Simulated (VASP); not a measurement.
Write the native input for VASP 6.6.1 that does the following.

```yaml
Task: single point
Functional: PBEsol
Potentials_or_basis: VASP PAW PBE potentials, release 64 (Mn_pv, Hg)
Cutoff: 520 eV
k_mesh: 12 × 12 × 12
Occupations: gaussian, width 0.1 eV
Spin: no spin polarisation
Dipole_correction: no
Further_INCAR_settings: ALGO = Normal; EDIFF = 1e-06; NBANDS = 20
```

The structure of MnHg lies in POSCAR:

```
MnHg
1.0
    3.3150000000      0.0000000000      0.0000000000
    0.0000000000      3.3150000000      0.0000000000
    0.0000000000      0.0000000000      3.3150000000
Mn Hg
1 1
Direct
    0.5000000000      0.5000000000      0.5000000000
    0.0000000000      0.0000000000      0.0000000000
```

The input as run:

INCAR

```
SYSTEM = MnHg
PREC = Accurate
ENCUT = 520
EDIFF = 1E-6
ISMEAR = 0
SIGMA = 0.1
LREAL = .False.
LASPH = .True.
NELM = 80
ALGO = Normal
ISIF = 2
LWAVE = .False.
LCHARG = .False.
GGA = PS
NBANDS = 20
```

KPOINTS

```
Automatic mesh
0
Gamma
  12 12 12
  0 0 0
```

Potentials or basis: VASP PAW PBE potentials, release 64 (Mn_pv, Hg).

Command:

```sh
$ cat potpaw_PBE.64/Mn_pv/POTCAR potpaw_PBE.64/Hg/POTCAR > POTCAR
$ mpirun -np 1 vasp_std > vasp.out
```

It gave:

```json
{"Pressure": "-20.1 GPa", "Band gap on the k mesh": "zero (an odd number of electrons rules out a gap without spin polarisation)"}
```

Caveat: the cell stands under tension; the PAW data sets were made with another functional, which shifts forces and pressure a little; spin-orbit coupling is left out, which moves the levels of the heavy elements; the run has no spin polarisation, though such a crystal can be magnetic.

Wall time 58 s on 1 thread of Intel Xeon 8259CL, on a shared host, peak memory 0.2 GiB.
